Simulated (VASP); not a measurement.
A run of VASP 6.6.1 is set up as follows.

Contents of POSCAR:

```
PbSe
1.0
    0.0000000000      3.1080350091      3.1080350091
    3.1080350091      0.0000000000      3.1080350091
    3.1080350091      3.1080350091      0.0000000000
Pb Se
1 1
Direct
    0.0000000000      0.0000000000      0.0000000000
    0.5000000000      0.5000000000      0.5000000000
```

File INCAR.step1:

```
PREC = Accurate ; ENCUT = 600
ISMEAR = -1 ; SIGMA = 0.02
LREAL = False ; LASPH = True
NELM = 100 ; GGA = PE
ALGO = Normal ; EDIFF = 1E-4
LWAVE = True ; LCHARG = False
```

Contents of INCAR.step2:

```
PREC = Accurate ; ENCUT = 600
EDIFF = 1E-6 ; ISMEAR = -1
SIGMA = 0.02 ; LREAL = False
LASPH = True ; NELM = 100
ALGO = Normal ; ISIF = 3
LWAVE = False ; LCHARG = False
METAGGA = R2SCAN ; LMIXTAU = True
IBRION = 2 ; NSW = 80
EDIFFG = -0.005 ; ISTART = 1
```

Contents of KPOINTS:

```
regular mesh
0
Gamma
  6 6 6
```

Potentials or basis: VASP PAW PBE potentials, release 64 (Pb_d, Se).

Launch:

```bash
$ cat potpaw_PBE.64/Pb_d/POTCAR potpaw_PBE.64/Se/POTCAR > POTCAR
$ cp INCAR.step1 INCAR
$ mpirun -np 1 vasp_std > vasp.out
$ cp INCAR.step2 INCAR
$ mpirun -np 1 vasp_std > vasp.out
```

Task: Estimate the space group after relaxing (to 0.05 Å).

Result: Fm-3m (No. 225).

Task: Predict the relaxed volume.

Result: 29.47 Å³/atom.

Final structure:
```yaml
crystal:
  lattice:
    - [0.00000, 3.08900, 3.08900]
    - [3.08900, 0.00000, 3.08900]
    - [3.08900, 3.08900, 0.00000]
  atoms:
    - { symbol: Pb, position: [0.00000, 0.00000, 0.00000] }
    - { symbol: Se, position: [0.50000, 0.50000, 0.50000] }
```

Caveat: the PAW data sets were made with another functional, which shifts forces and pressure a little.
